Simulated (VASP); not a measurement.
Set up this calculation in VASP 6.6.1, as the native input.

| Property | Result |
| --- | --- |
| Task | relaxation of cell and atoms |
| Functional | PBE |
| Potentials or basis | VASP PAW PBE potentials, release 64 (Rh_pv, N) |
| Cutoff | 600 eV |
| k mesh | 6 × 6 × 6 |
| Occupations | gaussian, width 0.1 eV |
| Spin | no spin polarisation |
| Dipole correction | no |
| Further INCAR settings | ALGO = Normal; EDIFF = 1e-07; IBRION = 2; EDIFFG = -0.04; NSW = 90; ISIF = 3 |

The structure of Rh3N lies in POSCAR:

```
Rh3N
1.0
    3.5441251439      0.0000000000      0.0000000000
    0.0000000000      3.5441251439      0.0000000000
    0.0000000000      0.0000000000      3.5441251439
Rh N
3 1
Direct
    0.0000000000      0.5000000000      0.5000000000
    0.5000000000      0.0000000000      0.5000000000
    0.5000000000      0.5000000000      0.0000000000
    0.0000000000      0.0000000000      0.0000000000
```

These files were run (other wordings do the same):

INCAR

```
SYSTEM = Rh3N
  ALGO = Normal
  EDIFF = 1E-7
  EDIFFG = -0.04
  ENCUT = 600
  GGA = PE
  IBRION = 2
  ISIF = 3
  ISMEAR = 0
  LASPH = .True.
  LCHARG = .False.
  LREAL = .False.
  LWAVE = .False.
  NELM = 80
  NSW = 90
  PREC = Accurate
  SIGMA = 0.1
```

KPOINTS

```
k-points
0
Gamma
  6 6 6
  0 0 0
```

Potentials or basis: VASP PAW PBE potentials, release 64 (Rh_pv, N).

The run is started by

```console
$ cat potpaw_PBE.64/Rh_pv/POTCAR potpaw_PBE.64/N/POTCAR > POTCAR
$ mpirun -np 1 vasp_std > vasp.out
```

It gave:

```
Relaxed volume                         : 12.85 Å³/atom
Relaxed cell                           : a = 3.718 Å, b = 3.718 Å, c = 3.718 Å, α = 90.00°, β = 90.00°, γ = 90.00°
Space group after relaxing (to 0.05 Å) : Pm-3m (No. 221)
Energy gained by relaxing              : 210.7 meV/atom
Ionic steps                            : 5
Pressure after relaxing                : 0.0 GPa
Band gap on the k mesh                 : zero (band 25 reaches 10.41 eV, above the bottom of band 26 at 10.15 eV)
```

Caveat: the volume moved by over 15 % at a fixed basis, so the end points are rough.

Wall time 4.7 min on 1 thread of Oxide Virtual Turin-like Processor, on a shared host, peak memory 0.14 GiB.
